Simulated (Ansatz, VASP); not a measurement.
# Al in VASP and in Ansatz

```
CELL_PARAMETERS angstrom
0.00000 2.01122 2.01122
2.01122 0.00000 2.01122
2.01122 2.01122 0.00000
ATOMIC_POSITIONS crystal
Al 0.00000 0.00000 0.00000
```

Alike in both runs: task single point; functional r2SCAN; k mesh 12 × 12 × 12; occupations fermi-dirac, width 0.05 eV; no spin polarisation.

|  | VASP | Ansatz |
| --- | --- | --- |
| version | VASP 6.6.1 | Ansatz 0.2.0 |
| potentials or method | VASP PAW PBE potentials, release 64 (Al), cutoff 520 eV | plane waves, PAW |
| valence electrons in the cell | 3 | 3 |

Ansatz gave:

| Item | Value |
| --- | --- |
| pressure (GPa) | -1.7 |

Problem. Which values does VASP return?

Solution. Pressure (GPa): -2.0.

VASP's potentials were made for PBE, not for r2SCAN. With one functional, cell and mesh, what is left measures potentials, basis and numerics.
